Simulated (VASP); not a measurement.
# BaTiO3 (P4mm) in VASP: notebook

Runs on BaTiO3. Level: r2SCAN. Tasks: single point.

All numbers are computed with VASP 6.6.1; they aren't measurements. Logs are shortened: lines on timing, memory, paths and dates and some standing lists are left out, and cuts for length are marked.

## Step 1: The cell of the first run

Symmetry: P4mm, No. 99, tetragonal system. Conventional cell: a = 3.972 Å, b = 3.972 Å, c = 4.112 Å, α = 90.00°, β = 90.00°, γ = 90.00°. Within 3.7 Å of Ba (site symmetry 4mm) lie 12 O at 2.79 to 2.92 Å and 8 Ti at 3.44 to 3.53 Å. Ti (site symmetry 4mm) has 6 O at 1.82 to 2.29 Å within 2.4 Å. O (site symmetry 4mm) has 2 Ti at 1.82 to 2.29 Å within 2.4 Å. Within 2.6 Å of O (site symmetry 2mm) lie 2 Ti at 1.99 Å.

## Step 2: Single point, r2SCAN

Input file POSCAR:

```
BaTiO3
1.0
    3.9723167996      0.0000000000      0.0000000000
    0.0000000000      3.9723167996      0.0000000000
    0.0000000000      0.0000000000      4.1123825565
Ba Ti O
1 1 3
Direct
    0.0000000000      0.0000000000     -0.0073890952
    0.5000000000      0.5000000000      0.4745255192
    0.5000000000      0.5000000000      0.0315737038
    0.5000000000      0.0000000000      0.5146449361
    0.0000000000      0.5000000000      0.5146449361
```

Input file INCAR.step1:

```
SYSTEM = BaTiO3
PREC     = Accurate       ! precision mode
ENCUT    = 520            ! plane-wave cutoff, eV
ISMEAR   = 0              ! smearing method
SIGMA    = 0.02           ! smearing width, eV
LREAL    = .FALSE.        ! projectors in reciprocal space
LASPH    = .TRUE.         ! aspherical terms in the spheres
NELM     = 80             ! most SCF steps
NBANDS   = 28             ! bands
GGA      = PE             ! functional
ALGO     = Normal         ! electronic algorithm
EDIFF    = 1E-4           ! SCF threshold, eV
LWAVE    = .TRUE.         ! write WAVECAR
LCHARG   = .FALSE.        ! write CHGCAR
```

Input file INCAR.step2:

```
SYSTEM = BaTiO3
PREC     = Accurate       ! precision mode
ENCUT    = 520            ! plane-wave cutoff, eV
EDIFF    = 1E-7           ! SCF threshold, eV
ISMEAR   = 0              ! smearing method
SIGMA    = 0.02           ! smearing width, eV
LREAL    = .FALSE.        ! projectors in reciprocal space
LASPH    = .TRUE.         ! aspherical terms in the spheres
NELM     = 80             ! most SCF steps
ALGO     = Normal         ! electronic algorithm
ISIF     = 2              ! what is computed and relaxed
LWAVE    = .FALSE.        ! write WAVECAR
LCHARG   = .FALSE.        ! write CHGCAR
METAGGA  = R2SCAN         ! meta-GGA
LMIXTAU  = .TRUE.       
NBANDS   = 28             ! bands
ISTART   = 1
```

Input file KPOINTS:

```
Automatic mesh
0
G
  8 8 8
  0 0 0
```

Potentials or basis: VASP PAW PBE potentials, release 64 (Ba_sv, Ti_sv, O).

Command:

```console
$ cat potpaw_PBE.64/Ba_sv/POTCAR potpaw_PBE.64/Ti_sv/POTCAR potpaw_PBE.64/O/POTCAR > POTCAR
$ cp INCAR.step1 INCAR
$ mpirun -np 1 vasp_std > vasp.out
$ cp INCAR.step2 INCAR
$ mpirun -np 1 vasp_std > vasp.out
```

OUTCAR:

```text
SYSTEM = BaTiO3
   PREC = Accurate
   ENCUT = 520
   EDIFF = 1E-7
   ISMEAR = 0
   LREAL = .FALSE.
   LASPH = .TRUE.
   NELM = 80
   ISIF = 2
   METAGGA = R2SCAN
   ISTART = 1

 ion  position               nearest neighbor table
   1  0.000  0.000  0.993-   4 2.79   5 2.79   5 2.79   4 2.79   3 2.81   3 2.81   3 2.81   3 2.81
                             4 2.92   5 2.92   5 2.92   4 2.92   2 3.44   2 3.44   2 3.44   2 3.44
   2  0.500  0.500  0.475-   3 1.82   4 1.99   5 1.99   4 1.99   5 1.99   3 2.29   1 3.44   1 3.44
                             1 3.44   1 3.44   1 3.53   1 3.53   1 3.53   1 3.53
   3  0.500  0.500  0.032-   2 1.82   2 2.29   1 2.81   1 2.81   1 2.81   1 2.81
   4  0.500  0.000  0.515-   2 1.99   2 1.99   1 2.79   1 2.79   1 2.92   1 2.92
   5  0.000  0.500  0.515-   2 1.99   2 1.99   1 2.79   1 2.79   1 2.92   1 2.92

  LATTYP: Found a simple tetragonal cell.
 ALAT       =     3.9723167996
 C/A-ratio  =     1.0352604699

  Lattice vectors:

 A1 = (   3.9723167996,   0.0000000000,   0.0000000000)
 A2 = (   0.0000000000,   3.9723167996,   0.0000000000)
 A3 = (   0.0000000000,   0.0000000000,   4.1123825565)

Analysis of symmetry for initial positions (statically):
=====================================================================
 Subroutine PRICEL returns:
 Original cell was already a primitive cell.

 Routine SETGRP: Setting up the symmetry group for a
 simple tetragonal supercell.

 Subroutine GETGRP returns: Found  8 space group operations
 (whereof  8 operations were pure point group operations)
 out of a pool of 16 trial point group operations.

The static configuration has the point symmetry C_4v.

Analysis of symmetry for dynamics (positions and initial velocities):
=====================================================================
 Subroutine PRICEL returns:
 Original cell was already a primitive cell.

 Routine SETGRP: Setting up the symmetry group for a
 simple tetragonal supercell.

 Subroutine GETGRP returns: Found  8 space group operations
 (whereof  8 operations were pure point group operations)
 out of a pool of 16 trial point group operations.

The dynamic configuration has the point symmetry C_4v.

 Subroutine INISYM returns: Found  8 space group operations
 (whereof  8 operations are pure point group operations),
 and found     1 'primitive' translations

----------------------------------------------------------------------------------------

                                     Primitive cell

  volume of cell :      64.8905

  direct lattice vectors                    reciprocal lattice vectors
     3.972316800  0.000000000  0.000000000     0.251742258  0.000000000  0.000000000
     0.000000000  3.972316800  0.000000000     0.000000000  0.251742258  0.000000000
     0.000000000  0.000000000  4.112382557     0.000000000  0.000000000  0.243168039

  length of vectors
     3.972316800  3.972316800  4.112382557     0.251742258  0.251742258  0.243168039

  position of ions in fractional coordinates (direct lattice)
     0.000000000  0.000000000  0.992610905
     0.500000000  0.500000000  0.474525519
     0.500000000  0.500000000  0.031573704
     0.500000000  0.000000000  0.514644936
     0.000000000  0.500000000  0.514644936

  ion indices of the primitive-cell ions
   primitive index   ion index
                 1           1
                 2           2
                 3           3
                 4           4
                 5           5

----------------------------------------------------------------------------------------

 KPOINTS: Automatic mesh

Automatic generation of k-mesh.
 Grid dimensions read from file:
 generate k-points for:    8    8    8

 Generating k-lattice:

  Cartesian coordinates                     Fractional coordinates (reciprocal lattice)
     0.031467782  0.000000000  0.000000000     0.125000000  0.000000000  0.000000000
     0.000000000  0.031467782  0.000000000     0.000000000  0.125000000  0.000000000
     0.000000000  0.000000000  0.030396005     0.000000000  0.000000000  0.125000000

  Length of vectors
     0.031467782  0.031467782  0.030396005

  Shift w.r.t. Gamma in fractional coordinates (k-lattice)
     0.000000000  0.000000000  0.000000000

 Subroutine IBZKPT returns following result:
 ===========================================

 Found     75 irreducible k-points:

 Following reciprocal coordinates:
            Coordinates               Weight
  0.000000  0.000000  0.000000      1.000000
  0.125000  0.000000  0.000000      4.000000
  0.250000  0.000000  0.000000      4.000000
  0.375000  0.000000  0.000000      4.000000
  0.500000  0.000000  0.000000      2.000000
  0.125000  0.125000  0.000000      4.000000
[... 16 lines left out ...]
  0.375000  0.125000  0.125000     16.000000
  0.500000  0.125000  0.125000      8.000000
 [... further k-points ...]
   k-points           NKPTS =     75   k-points in BZ     NKDIM =     75   number of bands    NBANDS=     28
   number of dos      NEDOS =    301   number of ions     NIONS =      5
   total plane-waves  NPLWV =  28800
   dimension x,y,z NGX =    30 NGY =   30 NGZ =   32
   dimension x,y,z NGXF=    60 NGYF=   60 NGZF=   64
   ions per type =               1   1   3
   NGX,Y,Z   is equivalent  to a cutoff of  12.56, 12.56, 12.94 a.u.
   NGXF,Y,Z  is equivalent  to a cutoff of  25.11, 25.11, 25.87 a.u.
 SYSTEM =  BaTiO3
   PREC   = accura    normal or accurate (medium, high low for compatibility)
   ISTART =      1    job   : 0-new  1-cont  2-samecut
   ICHARG =      0    charge: 1-file 2-atom 10-const
   ISPIN  =      1    spin polarized calculation?
   LNONCOLLINEAR =      F non collinear calculations
   LSORBIT =      F    spin-orbit coupling
   LASPH  =      T    aspherical Exc in radial PAW
   ENCUT  =  520.0 eV  38.22 Ry    6.18 a.u.   7.39  7.39  7.65*2*pi/ulx,y,z
   NELM   =     80;   NELMIN=  2; NELMDL=  0     # of ELM steps
   EDIFF  = 0.1E-06   stopping-criterion for ELM
   LREAL  =      F    real-space projection
   EDIFFG = 0.1E-05   stopping-criterion for IOM
   NSW    =      0    number of steps for IOM
   IBRION =     -1    ionic relax: 0-MD 1-quasi-New 2-CG
   NFREE  =      0    steps in history (QN), initial steepest desc. (CG)
   ISIF   =      2    stress and relaxation
   ISYM   =      2    0-nonsym 1-usesym 2-fastsym
   POTIM  = 0.5000    time-step for ionic-motion
   TEBEG  =    0.0;   TEEND  =   0.0 temperature during run
   PSTRESS=    0.0 pullay stress
   NELECT =      40.0000    total number of electrons
   NUPDOWN=      -1.0000    fix difference up-down
   EMIN   =  10.00;   EMAX   =-10.00  energy-range for DOS
   EFERMI =   0.00;   METHOD = LEGACY
   ISMEAR =     0;   SIGMA  =   0.02  broadening in eV -4-tet -1-fermi 0-gaus
   EFERMI_NEDOS =   21; number of points for ismear=-14 and -15
   IALGO  =     38    algorithm
   IMIX   =      4    mixing-type and parameters
     AMIX     =   0.40;   BMIX     =  1.00
     AMIX_MAG =   1.60;   BMIX_MAG =  1.00
  volume/ion in A,a.u.               =      12.98        87.58
  Fermi-wavevector in a.u.,A,eV,Ry     =   1.393267  2.632893 26.411540  1.941193
  Thomas-Fermi vector in A             =   2.516930
   LORBIT       =      0    0 simple, 1 ext, 2 COOP (PROOUT), +10 PAW based schemes
   METAGGA = R2SCAN    functional components
   LHFCALC =     F    Hartree Fock is set to
   AEXX    =    0.0000 exact exchange contribution
   IVDW    =     0    specifies the selected vdW correction
   LEPSILON=     F    determine dielectric tensor
   LRPA    =     F    only Hartree local field effects (RPA)
 non-spin polarized calculation
 Gauss-broadening in eV      SIGMA  =   0.02
  energy-cutoff  :      520.00
  volume of cell :       64.89
 maximum number of plane-waves:      1779
 NGX is ok and might be reduce to    30
   NGX = 15   NGY = 15   NGZ = 15

 number of electron      39.9999987 magnetization

 Free energy of the ion-electron system (eV)
  ---------------------------------------------------
  ext. energy  EPLUGINS =         0.00000000
  ---------------------------------------------------
  free energy    TOTEN  =       -74.25948533 eV

  energy without entropy =      -74.25948533  energy(sigma->0) =      -74.25948533

 E-fermi :   3.7382     XC(G=0): -11.8327

 val. band max:        3.5994308402   @ k =   0.5000   0.5000   0.5000
 cond. band min:       5.8095200299   @ k =   0.0000   0.0000   0.0000
 fundamental gap:      2.2100891898
 Fermi energy:         3.7382427405

 k-point     1 :       0.0000    0.0000    0.0000
  band No.  band energies     occupation
      1     -55.2033      2.00000
      2     -30.4722      2.00000
      3     -30.3576      2.00000
      4     -30.3576      2.00000
      5     -22.1094      2.00000
      6     -14.3945      2.00000
[... 20 lines left out ...]
     27       9.2135      0.00000
     28      11.5395      0.00000

 k-point     2 :       0.1250    0.0000    0.0000
  band No.  band energies     occupation
      1     -55.2032      2.00000
      2     -30.4718      2.00000
      3     -30.3670      2.00000
      4     -30.3573      2.00000
      5     -22.0907      2.00000
      6     -14.4026      2.00000
[... 20 lines left out ...]
     27       9.5170      0.00000
     28      11.9168      0.00000

 k-point     3 :       0.2500    0.0000    0.0000
  band No.  band energies     occupation
      1     -55.2027      2.00000
      2     -30.4710      2.00000
      3     -30.3894      2.00000
      4     -30.3565      2.00000
      5     -22.0447      2.00000
      6     -14.4678      2.00000
[... 20 lines left out ...]
     27      10.2818      0.00000
     28      12.3864      0.00000

 k-point     4 :       0.3750    0.0000    0.0000
  band No.  band energies     occupation
      1     -55.2022      2.00000
      2     -30.4701      2.00000
      3     -30.4118      2.00000
      4     -30.3557      2.00000
      5     -21.9978      2.00000
      6     -14.5716      2.00000
[... 578 lines left out ...]
     27      10.6810      0.00000
     28      12.4156      0.00000

 k-point    23 :       0.3750    0.1250    0.1250
  band No.  band energies     occupation
      1     -55.2020      2.00000
      2     -30.4759      2.00000
      3     -30.4110      2.00000
      4     -30.3647      2.00000
      5     -21.9755      2.00000
      6     -14.4539      2.00000
[... 20 lines left out ...]
     27      11.5880      0.00000
     28      12.6832      0.00000

 k-point    24 :       0.5000    0.1250    0.1250
  band No.  band energies     occupation
      1     -55.2018      2.00000
      2     -30.4755      2.00000
      3     -30.4201      2.00000
      4     -30.3644      2.00000
      5     -21.9576      2.00000
      6     -14.4887      2.00000
[... 20 lines left out ...]
     27      12.0030      0.00000
     28      12.8218      0.00000

 [... further k-points ...]
[... 5 lines left out ...]
  --------------------------------------------------------------------------------------
  -------------------------------------------------------------------------------------
  Total        0.7555084      0.7555084      0.8230142      0.0000000      0.0000000      0.0000000
  in kB       18.6538564     18.6538564     20.3206059      0.0000000      0.0000000      0.0000000
  external PRESSURE =      19.2094396 kB  Pullay stress =       0.0000000 kB

 VOLUME and BASIS-vectors are now :
 -----------------------------------------------------------------------------
  energy-cutoff  :      520.00
  volume of cell :       64.89
      direct lattice vectors                 reciprocal lattice vectors
     3.972316800  0.000000000  0.000000000     0.251742258  0.000000000  0.000000000
     0.000000000  3.972316800  0.000000000     0.000000000  0.251742258  0.000000000
     0.000000000  0.000000000  4.112382557     0.000000000  0.000000000  0.243168039

 POSITION                                       TOTAL-FORCE (eV/Angst)
 -----------------------------------------------------------------------------------
      0.00000      0.00000      4.08200         0.000000      0.000000      0.030377
      1.98616      1.98616      1.95143        -0.000000     -0.000000      0.162945
      1.98616      1.98616      0.12984         0.000000      0.000000     -0.160476
      1.98616      0.00000      2.11642         0.000000      0.000000     -0.016423
      0.00000      1.98616      2.11642         0.000000      0.000000     -0.016423
 -----------------------------------------------------------------------------------
    total drift:                                0.000000      0.000000     -0.012752

  FREE ENERGIE OF THE ION-ELECTRON SYSTEM (eV)
  ---------------------------------------------------
  free  energy   TOTEN  =       -74.2594853274 eV

  energy  without entropy=      -74.2594853274  energy(sigma->0) =      -74.25948533
```

Run time: 8.7 min. Hardware: 1 thread of Intel Xeon 8259CL, shared host; peak memory 0.27 GiB.

Results:

```
Free energy            : -74.2595 eV
Pressure               : 1.9 GPa
Largest force          : 0.163 eV/Å
Band gap on the k mesh : 2.21 eV (least direct gap 2.71 eV)
```

Forces in eV/Å, atoms in the order of the input:
```
Ba   0.000  0.000  0.030
Ti   0.000  0.000  0.163
O    0.000  0.000 -0.160
O    0.000  0.000 -0.016
O    0.000  0.000 -0.016
```

Caveat: the PAW data sets were made with another functional, which shifts forces and pressure a little; spin-orbit coupling is left out, which moves the levels of the heavy elements. r2SCAN opens gaps a little over a GGA but as a rule still falls short of measured ones.

## Step 3: Single point, r2SCAN

POSCAR: that of step 2 with these lines changed.

```diff
@@ -8,3 +8,3 @@
 Direct
-    0.0000000000      0.0000000000     -0.0073890952
+    0.0000000000      0.0000000000      0.9926109048
     0.5000000000      0.5000000000      0.4745255192
```

Input file INCAR.step1:

```
PREC = Accurate ; ENCUT = 520
ISMEAR = 0 ; SIGMA = 0.05
LREAL = False ; LASPH = True
NELM = 80 ; NBANDS = 28
GGA = PE ; ALGO = Normal
EDIFF = 1E-4 ; LWAVE = True
LCHARG = False
```

Input file INCAR.step2:

```
PREC = Accurate ; ENCUT = 520
EDIFF = 1E-7 ; ISMEAR = 0
SIGMA = 0.05 ; LREAL = False
LASPH = True ; NELM = 80
ALGO = Normal ; ISIF = 2
LWAVE = False ; LCHARG = False
METAGGA = R2SCAN ; LMIXTAU = True
NBANDS = 28 ; ISTART = 1
```

Input file KPOINTS:

```
regular mesh
0
Gamma
  8 8 8
```

Potentials or basis: VASP PAW PBE potentials, release 64 (Ba_sv, Ti_sv, O).

Command:

```console
$ cat potpaw_PBE.64/Ba_sv/POTCAR potpaw_PBE.64/Ti_sv/POTCAR potpaw_PBE.64/O/POTCAR > POTCAR
$ cp INCAR.step1 INCAR
$ mpirun -np 1 vasp_std > vasp.out
$ cp INCAR.step2 INCAR
$ mpirun -np 1 vasp_std > vasp.out
```

Wall time 6.9 min (1 thread of Intel Xeon 8259CL, shared host); peak memory 0.27 GiB.

It converged, with:

```yaml
Free_energy: -74.2595 eV
Pressure: 1.9 GPa
Largest_force: 0.163 eV/Å
Band_gap_on_the_k_mesh: 2.21 eV (least direct gap 2.71 eV)
```

Forces in eV/Å, atoms in the order of the input:
```
Ba   0.000  0.000  0.030
Ti   0.000  0.000  0.163
O    0.000  0.000 -0.160
O    0.000  0.000 -0.016
O    0.000  0.000 -0.016
```

Stress tensor (GPa, compression positive):
```
1.87 0.00 0.00
0.00 1.87 0.00
0.00 0.00 2.03
```

Levels at points of the mesh, in eV from the valence-band top:
```tsv
k point	band 16	band 17	band 18	band 19	band 20	band 21	band 22	band 23	band 24	band 25
(0.00, 0.00, 0.00)	-1.61	-1.32	-0.73	-0.50	-0.50	2.21	2.69	2.69	4.38	4.56
(0.50, 0.00, 0.00)	-2.01	-1.95	-1.72	-1.41	-1.22	2.79	3.90	3.98	4.46	6.14
(0.50, 0.50, 0.00)	-2.96	-2.02	-1.13	-1.13	-0.07	4.01	4.01	4.39	4.77	8.12
(0.00, 0.00, 0.50)	-2.13	-2.05	-2.03	-0.76	-0.76	2.34	3.90	3.90	4.37	6.41
(0.50, 0.00, 0.50)	-2.69	-1.87	-1.10	-1.04	-0.42	3.92	3.94	4.25	5.25	7.83
(0.50, 0.50, 0.50)	-2.60	-2.60	-0.34	-0.34	0.00	4.50	4.50	4.59	6.83	7.19
```

Caveat: the PAW data sets were made with another functional, which shifts forces and pressure a little; spin-orbit coupling is left out, which moves the levels of the heavy elements.
